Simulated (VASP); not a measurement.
# ZnS (zincblende type) (F-43m) in VASP: further runs

The runs below take ZnS (zincblende type) through single point, with LDA.

All numbers are computed with VASP 6.6.1; they aren't measurements. Logs are shortened: lines on timing, memory, paths and dates and some standing lists are left out, and cuts for length are marked.

## 1. The cell of the first run

It takes space group F-43m (No. 216, cubic). The conventional cell has a = 5.189 Å, b = 5.189 Å, c = 5.189 Å, α = 90.00°, β = 90.00°, γ = 90.00°. Zn (site symmetry -43m) has 4 S at 2.25 Å within 3.0 Å. Within 3.0 Å of S (site symmetry -43m) lie 4 Zn at 2.25 Å.

## 2. Single point, LDA (17.46 Å³/atom)

File INCAR:

```
ALGO = Normal
EDIFF = 1E-6
ENCUT = 500
GGA = CA
GGA_COMPAT = F
ISIF = 2
ISMEAR = -1
LASPH = T
LCHARG = F
LREAL = F
LWAVE = F
NBANDS = 16
NELM = 120
PREC = Accurate
SIGMA = 0.05
```

File KPOINTS:

```
k-points
0
Gamma
  12 12 12
```

File POSCAR:

```
ZnS
1.0
    0.0000000000      2.5943342591      2.5943342591
    2.5943342591      0.0000000000      2.5943342591
    2.5943342591      2.5943342591      0.0000000000
Zn S
1 1
Direct
    0.0000000000      0.0000000000      0.0000000000
    0.2500000000      0.2500000000      0.2500000000
```

Potentials or basis: VASP PAW LDA potentials, release 64 (Zn, S).

Launch:

```
$ cat potpaw_LDA.64/Zn/POTCAR potpaw_LDA.64/S/POTCAR > POTCAR
$ mpirun -np 1 vasp_std > vasp.out
```

OUTCAR:

```text
EDIFF = 1E-6
   ENCUT = 500
   GGA = CA
   ISIF = 2
   ISMEAR = -1
   LASPH = T
   LREAL = F
   NELM = 120
   PREC = Accurate

 ion  position               nearest neighbor table
   1  0.000  0.000  0.000-   2 2.25   2 2.25   2 2.25   2 2.25
   2  0.250  0.250  0.250-   1 2.25   1 2.25   1 2.25   1 2.25

  LATTYP: Found a face centered cubic cell.
 ALAT       =     5.1886685182

  Lattice vectors:

 A1 = (   0.0000000000,   2.5943342591,   2.5943342591)
 A2 = (   2.5943342591,   0.0000000000,   2.5943342591)
 A3 = (   2.5943342591,   2.5943342591,   0.0000000000)

Analysis of symmetry for initial positions (statically):
=====================================================================
 Subroutine PRICEL returns:
 Original cell was already a primitive cell.

 Routine SETGRP: Setting up the symmetry group for a
 face centered cubic supercell.

 Subroutine GETGRP returns: Found 24 space group operations
 (whereof 24 operations were pure point group operations)
 out of a pool of 48 trial point group operations.

The static configuration has the point symmetry T_d .

Analysis of symmetry for dynamics (positions and initial velocities):
=====================================================================
 Subroutine PRICEL returns:
 Original cell was already a primitive cell.

 Routine SETGRP: Setting up the symmetry group for a
 face centered cubic supercell.

 Subroutine GETGRP returns: Found 24 space group operations
 (whereof 24 operations were pure point group operations)
 out of a pool of 48 trial point group operations.

The dynamic configuration has the point symmetry T_d .

 Subroutine INISYM returns: Found 24 space group operations
 (whereof 24 operations are pure point group operations),
 and found     1 'primitive' translations

----------------------------------------------------------------------------------------

                                     Primitive cell

  volume of cell :      34.9227

  direct lattice vectors                    reciprocal lattice vectors
     0.000000000  2.594334259  2.594334259    -0.192727671  0.192727671  0.192727671
     2.594334259  0.000000000  2.594334259     0.192727671 -0.192727671  0.192727671
     2.594334259  2.594334259  0.000000000     0.192727671  0.192727671 -0.192727671

  length of vectors
     3.668942695  3.668942695  3.668942695     0.333814118  0.333814118  0.333814118

  position of ions in fractional coordinates (direct lattice)
     0.000000000  0.000000000  0.000000000
     0.250000000  0.250000000  0.250000000

  ion indices of the primitive-cell ions
   primitive index   ion index
                 1           1
                 2           2

----------------------------------------------------------------------------------------

 KPOINTS: k-points

Automatic generation of k-mesh.
 Grid dimensions read from file:
 generate k-points for:   12   12   12

 Generating k-lattice:

  Cartesian coordinates                     Fractional coordinates (reciprocal lattice)
    -0.016060639  0.016060639  0.016060639     0.083333333  0.000000000  0.000000000
     0.016060639 -0.016060639  0.016060639     0.000000000  0.083333333  0.000000000
     0.016060639  0.016060639 -0.016060639     0.000000000  0.000000000  0.083333333

  Length of vectors
     0.027817843  0.027817843  0.027817843

  Shift w.r.t. Gamma in fractional coordinates (k-lattice)
     0.000000000  0.000000000  0.000000000

 Subroutine IBZKPT returns following result:
 ===========================================

 Found     72 irreducible k-points:

 Following reciprocal coordinates:
            Coordinates               Weight
  0.000000  0.000000  0.000000      1.000000
  0.083333  0.000000  0.000000      8.000000
  0.166667  0.000000  0.000000      8.000000
  0.250000  0.000000  0.000000      8.000000
  0.333333  0.000000  0.000000      8.000000
  0.416667  0.000000  0.000000      8.000000
[... 16 lines left out ...]
  0.500000  0.166667  0.000000     24.000000
 -0.416667  0.166667  0.000000     24.000000
 [... further k-points ...]
   k-points           NKPTS =     72   k-points in BZ     NKDIM =     72   number of bands    NBANDS=     16
   number of dos      NEDOS =    301   number of ions     NIONS =      2
   total plane-waves  NPLWV =  21952
   dimension x,y,z NGX =    28 NGY =   28 NGZ =   28
   dimension x,y,z NGXF=    56 NGYF=   56 NGZF=   56
   ions per type =               1   1
   NGX,Y,Z   is equivalent  to a cutoff of  12.69, 12.69, 12.69 a.u.
   NGXF,Y,Z  is equivalent  to a cutoff of  25.37, 25.37, 25.37 a.u.
 SYSTEM =  unknown system
   PREC   = accura    normal or accurate (medium, high low for compatibility)
   ISTART =      0    job   : 0-new  1-cont  2-samecut
   ICHARG =      2    charge: 1-file 2-atom 10-const
   ISPIN  =      1    spin polarized calculation?
   LNONCOLLINEAR =      F non collinear calculations
   LSORBIT =      F    spin-orbit coupling
   LASPH  =      T    aspherical Exc in radial PAW
   ENCUT  =  500.0 eV  36.75 Ry    6.06 a.u.   6.69  6.69  6.69*2*pi/ulx,y,z
   NELM   =    120;   NELMIN=  2; NELMDL= -5     # of ELM steps
   EDIFF  = 0.1E-05   stopping-criterion for ELM
   LREAL  =      F    real-space projection
   EDIFFG = 0.1E-04   stopping-criterion for IOM
   NSW    =      0    number of steps for IOM
   IBRION =     -1    ionic relax: 0-MD 1-quasi-New 2-CG
   NFREE  =      0    steps in history (QN), initial steepest desc. (CG)
   ISIF   =      2    stress and relaxation
   ISYM   =      2    0-nonsym 1-usesym 2-fastsym
   POTIM  = 0.5000    time-step for ionic-motion
   TEBEG  =    0.0;   TEEND  =   0.0 temperature during run
   PSTRESS=    0.0 pullay stress
   NELECT =      18.0000    total number of electrons
   NUPDOWN=      -1.0000    fix difference up-down
   EMIN   =  10.00;   EMAX   =-10.00  energy-range for DOS
   EFERMI =   0.00;   METHOD = LEGACY
   ISMEAR =    -1;   SIGMA  =   0.05  broadening in eV -4-tet -1-fermi 0-gaus
   EFERMI_NEDOS =   21; number of points for ismear=-14 and -15
   IALGO  =     38    algorithm
   IMIX   =      4    mixing-type and parameters
     AMIX     =   0.40;   BMIX     =  1.00
     AMIX_MAG =   1.60;   BMIX_MAG =  1.00
  volume/ion in A,a.u.               =      17.46       117.83
  Fermi-wavevector in a.u.,A,eV,Ry     =   1.312592  2.480439 23.441445  1.722898
  Thomas-Fermi vector in A             =   2.442974
   LORBIT       =      0    0 simple, 1 ext, 2 COOP (PROOUT), +10 PAW based schemes
   GGA     = CA    functional components
   LHFCALC =     F    Hartree Fock is set to
   AEXX    =    0.0000 exact exchange contribution
   IVDW    =     0    specifies the selected vdW correction
   LEPSILON=     F    determine dielectric tensor
   LRPA    =     F    only Hartree local field effects (RPA)
 non-spin polarized calculation
  energy-cutoff  :      500.00
  volume of cell :       34.92
 maximum number of plane-waves:       911
   NGX = 13   NGY = 13   NGZ = 13

 number of electron      17.9999986 magnetization

 Free energy of the ion-electron system (eV)
  ---------------------------------------------------
  ext. energy  EPLUGINS =         0.00000000
  ---------------------------------------------------
  free energy    TOTEN  =        -8.16293257 eV

  energy without entropy =       -8.16293257  energy(sigma->0) =       -8.16293257

 E-fermi :   4.1400     XC(G=0): -10.6079

 val. band max:        3.1645923043   @ k =   0.0000   0.0000   0.0000
 cond. band min:       5.6134565262   @ k =   0.0000   0.0000   0.0000
 fundamental gap:      2.4488642219
 Fermi energy:         4.1399691122

 k-point     1 :       0.0000    0.0000    0.0000
  band No.  band energies     occupation
      1     -10.8762      2.00000
      2      -3.9044      2.00000
      3      -3.9044      2.00000
      4      -3.9044      2.00000
      5      -3.2719      2.00000
      6      -3.2719      2.00000
[... 8 lines left out ...]
     15      15.0568      0.00000
     16      15.3804      0.00000

 k-point     2 :       0.0833    0.0000    0.0000
  band No.  band energies     occupation
      1     -10.8103      2.00000
      2      -3.9098      2.00000
      3      -3.8922      2.00000
      4      -3.8922      2.00000
      5      -3.2734      2.00000
      6      -3.2734      2.00000
[... 8 lines left out ...]
     15      14.6565      0.00000
     16      15.8256      0.00000

 k-point     3 :       0.1667    0.0000    0.0000
  band No.  band energies     occupation
      1     -10.6225      2.00000
      2      -3.9157      2.00000
      3      -3.8600      2.00000
      4      -3.8600      2.00000
      5      -3.2751      2.00000
      6      -3.2751      2.00000
[... 8 lines left out ...]
     15      14.1398      0.00000
     16      16.0072      0.00000

 k-point     4 :       0.2500    0.0000    0.0000
  band No.  band energies     occupation
      1     -10.3436      2.00000
      2      -3.8916      2.00000
      3      -3.8204      2.00000
      4      -3.8204      2.00000
      5      -3.2708      2.00000
      6      -3.2708      2.00000
[... 8 lines left out ...]
     15      14.1447      0.00000
     16      15.4211      0.00000
[... 324 lines left out ...]
 k-point    22 :       0.4167    0.1667    0.0000
  band No.  band energies     occupation
      1      -9.7791      2.00000
      2      -3.8535      2.00000
      3      -3.7034      2.00000
      4      -3.6482      2.00000
      5      -3.2469      2.00000
      6      -3.2173      2.00000
[... 8 lines left out ...]
     15      16.7223      0.00000
     16      17.2232      0.00000

 k-point    23 :       0.5000    0.1667    0.0000
  band No.  band energies     occupation
      1      -9.5918      2.00000
      2      -3.7904      2.00000
      3      -3.6933      2.00000
      4      -3.4676      2.00000
      5      -3.2236      2.00000
      6      -3.1014      2.00000
[... 8 lines left out ...]
     15      16.9107      0.00000
     16      17.5682      0.00000

 k-point    24 :      -0.4167    0.1667    0.0000
  band No.  band energies     occupation
      1      -9.5655      2.00000
      2      -3.7710      2.00000
      3      -3.6993      2.00000
      4      -3.3775      2.00000
      5      -3.2469      2.00000
      6      -3.0439      2.00000
[... 8 lines left out ...]
     15      15.6399      0.00000
     16      17.3831      0.00000

 [... further k-points ...]

------------------------ aborting loop because EDIFF is reached ----------------------------------------

  FORCE on cell =-STRESS in cart. coord.  units (eV):
  Direction    XX          YY          ZZ          XY          YZ          ZX
  --------------------------------------------------------------------------------------
  -------------------------------------------------------------------------------------
  Total        1.3979657      1.3979657      1.3979657     -0.0000000      0.0000000     -0.0000000
  in kB       64.1356198     64.1356198     64.1356198     -0.0000000      0.0000000     -0.0000000
  external PRESSURE =      64.1356198 kB  Pullay stress =       0.0000000 kB

 VOLUME and BASIS-vectors are now :
 -----------------------------------------------------------------------------
  energy-cutoff  :      500.00
  volume of cell :       34.92
      direct lattice vectors                 reciprocal lattice vectors
     0.000000000  2.594334259  2.594334259    -0.192727671  0.192727671  0.192727671
     2.594334259  0.000000000  2.594334259     0.192727671 -0.192727671  0.192727671
     2.594334259  2.594334259  0.000000000     0.192727671  0.192727671 -0.192727671

 POSITION                                       TOTAL-FORCE (eV/Angst)
 -----------------------------------------------------------------------------------
      0.00000      0.00000      0.00000        -0.000000     -0.000000     -0.000000
      1.29717      1.29717      1.29717         0.000000      0.000000      0.000000
 -----------------------------------------------------------------------------------
    total drift:                                0.000000      0.000000      0.000000

  FREE ENERGIE OF THE ION-ELECTRON SYSTEM (eV)
  ---------------------------------------------------
  free  energy   TOTEN  =        -8.1629325679 eV

  energy  without entropy=       -8.1629325679  energy(sigma->0) =       -8.16293257
```

Wall time 77 s (1 thread of Intel Xeon 8259CL, shared host); peak memory 0.13 GiB.

What came out:

- Free energy: -8.1629 eV
- Pressure: 6.4 GPa
- Band gap on the k mesh: 2.45 eV

Caveat: the cell stands under pressure.

(Continued in part 2 of 2.)
